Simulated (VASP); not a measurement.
Wanted: the native input for a VASP 6.6.1 run.

```yaml
Task: relaxation of cell and atoms
Functional: PBE
Potentials_or_basis: VASP PAW PBE potentials, release 64 (Sr_sv, Tl_d, Ag)
Cutoff: 600 eV
k_mesh: 8 × 8 × 8
Occupations: gaussian, width 0.1 eV
Spin: no spin polarisation
Dipole_correction: no
Further_INCAR_settings: ALGO = Normal; EDIFF = 1e-07; IBRION = 2; EDIFFG = -0.01; NSW = 100; ISIF = 3
```

The structure of SrTl3Ag lies in POSCAR:

```
SrTl3Ag
1.0
    5.5564904540      0.0000000000      0.0000000000
    0.0000000000      5.5564904540      0.0000000000
    0.0000000000      0.0000000000      5.5564904540
Sr Tl Ag
1 3 1
Direct
    0.0000000000      0.0000000000      0.0000000000
    0.0000000000      0.5000000000      0.5000000000
    0.5000000000      0.0000000000      0.5000000000
    0.5000000000      0.5000000000      0.0000000000
    0.5000000000      0.5000000000      0.5000000000
```

The cell was generated, and may not be a known phase.

These files were run (other wordings do the same):

INCAR

```
SYSTEM = SrTl3Ag
PREC     = Accurate       ! precision mode
ENCUT    = 600            ! plane-wave cutoff, eV
EDIFF    = 1E-7           ! SCF threshold, eV
ISMEAR   = 0              ! smearing method
SIGMA    = 0.1            ! smearing width, eV
LREAL    = .False.        ! projectors in reciprocal space
LASPH    = .True.         ! aspherical terms in the spheres
NELM     = 100            ! most SCF steps
ALGO     = Normal         ! electronic algorithm
ISIF     = 3              ! what is computed and relaxed
LWAVE    = .False.        ! write WAVECAR
LCHARG   = .False.        ! write CHGCAR
GGA      = PE             ! functional
IBRION   = 2              ! ionic algorithm
NSW      = 100            ! ionic steps
EDIFFG   = -0.01          ! ionic threshold
```

KPOINTS

```
regular mesh
0
Gamma
  8 8 8
  0 0 0
```

Potentials or basis: VASP PAW PBE potentials, release 64 (Sr_sv, Tl_d, Ag).

Command:

```console
$ cat potpaw_PBE.64/Sr_sv/POTCAR potpaw_PBE.64/Tl_d/POTCAR potpaw_PBE.64/Ag/POTCAR > POTCAR
$ mpirun -np 1 vasp_std > vasp.out
```

It gave:

The relaxed volume is 34.49 Å³/atom, the relaxed cell is a = 5.566 Å, b = 5.566 Å, c = 5.566 Å, α = 90.00°, β = 90.00°, γ = 90.00° and the space group after relaxing (to 0.1 Å) is Pm-3m (No. 221). The energy gained by relaxing is 0.1 meV/atom and the ionic steps are 2. The pressure after relaxing is 0.0 GPa. The band gap on the k mesh is zero (bands 30 and 31 overlap by 1.34 eV).

Caveat: spin-orbit coupling is left out, which moves the levels of the heavy elements.

Run time: 7.1 min on 1 thread of Intel(R) Xeon(R) Platinum 8375C CPU @ 2.90GHz (Ice Lake), with other jobs on the host, peak memory 0.51 GiB.
